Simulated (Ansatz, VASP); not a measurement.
# Two plane-wave programs on Eu

Contents of INCAR:

```
SYSTEM = Eu
  PREC = Accurate
  ENCUT = 520
  EDIFF = 1E-6
  ISMEAR = 0
  SIGMA = 0.05
  LREAL = .False.
  LASPH = .True.
  NELM = 150
  ALGO = Normal
  ISIF = 2
  LWAVE = .False.
  LCHARG = .False.
  ISPIN = 2
  MAGMOM = 7
  LORBIT = 11
  LMAXMIX = 6
  GGA = PE
  NBANDS = 18
```

KPOINTS

```
regular mesh
0
Gamma
  12 12 12
  0 0 0
```

The input POSCAR:

```
Eu
1.0
    0.0000000000      2.7893026900      2.7893026900
    2.7893026900      0.0000000000      2.7893026900
    2.7893026900      2.7893026900      0.0000000000
Eu
1
Direct
    0.0000000000      0.0000000000      0.0000000000
```

Input for Ansatz:

```yaml
crystal:
  lattice:
    - [0.0, 2.78930269, 2.78930269]
    - [2.78930269, 0.0, 2.78930269]
    - [2.78930269, 2.78930269, 0.0]
  atoms:
    - { symbol: Eu, position: [0.0, 0.0, 0.0], spin: 7.0 }
basis:
  ecutwfc: 420
kpoints:
  mp_grid: { grid: [12, 12, 12] }
hamiltonian:
  xc: pbe
scf:
  occupations: { method: gaussian, width: 0.05 }
output:
  forces: true
  eigenvalues: true
  eigenstates:
    nscf_kmesh: { grid: [34, 34, 34] }
    top_band: c6
    de_dk: true
    localisation: false
  stress: true
  populations: true
checkpoint:
  write: ck
  compress: false
  write_wavefunctions: false
  write_every: 100000
magnetization:
  spin_polarized: true
```

Alike in both runs: task single point; functional PBE; k mesh 12 × 12 × 12; occupations gaussian, width 0.05 eV; collinear spin.

|  | VASP | Ansatz |
| --- | --- | --- |
| version | VASP 6.6.1 | Ansatz 0.2.0 |
| potentials or method | VASP PAW PBE potentials, release 64 (Eu), cutoff 520 eV | scalar-relativistic, plane waves, PAW |
| valence electrons in the cell | 17 | 17 |

Ansatz gave:

| Property | Result |
| --- | --- |
| pressure (GPa) | -0.7 |
| net moment per atom (μB) | 7.57 |
| size of the moment on the site where the two differ most (μB) | 7.22 |

**Question.** Which values does VASP return?

**Answer.** Pressure (GPa): -0.9; net moment per atom (μB): 7.57; size of the moment on the site where the two differ most (μB): 6.74.

Site moments also hang on the region over which each program counts them.

Spin-orbit coupling is off throughout.
